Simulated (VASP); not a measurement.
A run of VASP 6.6.1 is set up as follows.

The input POSCAR:

```
SnSe2
1.0
    3.8643883000      0.0000000000      0.0000000000
   -1.9321941500      3.3466555800      0.0000000000
    0.0000000000      0.0000000000      6.2219592200
Sn Se
1 2
Direct
    0.0000000000      0.0000000000      0.0000000000
    0.3333000000      0.6667000000      0.2490000000
    0.6667000000      0.3333000000      0.7510000000
```

INCAR.step1

```
SYSTEM = SnSe2
  PREC = Accurate
  ENCUT = 600
  ISMEAR = 0
  SIGMA = 0.1491
  LREAL = .FALSE.
  LASPH = .TRUE.
  NELM = 100
  GGA = PE
  ALGO = Normal
  EDIFF = 1E-4
  LWAVE = .TRUE.
  LCHARG = .FALSE.
```

Contents of INCAR.step2:

```
SYSTEM = SnSe2
  PREC = Accurate
  ENCUT = 600
  EDIFF = 1E-6
  ISMEAR = 0
  SIGMA = 0.1491
  LREAL = .FALSE.
  LASPH = .TRUE.
  NELM = 100
  ALGO = Normal
  ISIF = 3
  LWAVE = .FALSE.
  LCHARG = .FALSE.
  METAGGA = R2SCAN
  LMIXTAU = .TRUE.
  IBRION = 2
  NSW = 60
  EDIFFG = -0.01
  ISTART = 1
```

Contents of KPOINTS:

```
Automatic mesh
0
G
  6 6 4
  0 0 0
```

Potentials or basis: VASP PAW PBE potentials, release 64 (Sn_d, Se).

Launch:

```sh
$ cat potpaw_PBE.64/Sn_d/POTCAR potpaw_PBE.64/Se/POTCAR > POTCAR
$ cp INCAR.step1 INCAR
$ mpirun -np 1 vasp_std > vasp.out
$ cp INCAR.step2 INCAR
$ mpirun -np 1 vasp_std > vasp.out
```

Predict the space group after relaxing (to 0.05 Å).

P-3m1 (No. 164).

What does it give for the band gap on the k mesh?

1.05 eV, indirect (least direct gap 1.47 eV).

Step by step:
```
step  energy change (eV)  largest force (eV/Å)  pressure (GPa)  volume (Å³)
   1              0.0000                0.1307            0.53        80.47
   2             -0.0043                0.1133           -0.51        81.50
   3             -0.0046                0.0689           -0.32        81.31
   4             -0.0064                0.0727            0.02        80.97
   5             -0.0065                0.0731            0.10        80.89
   6             -0.0072                0.0591            0.13        81.02
   7             -0.0086                0.0156            0.20        81.44
   8             -0.0097                0.0714            0.36        82.27
   9             -0.0100                0.0601            0.28        82.45
  10             -0.0105                0.0278            0.04        83.00
  11             -0.0105                0.0129           -0.07        83.25
  12             -0.0106                0.0097           -0.06        83.24
  13             -0.0107                0.0008           -0.03        83.23
```

Caveat: the PAW data sets were made with another functional, which shifts forces and pressure a little; spin-orbit coupling is left out, which moves the levels of the heavy elements. A k mesh can miss the band edges.
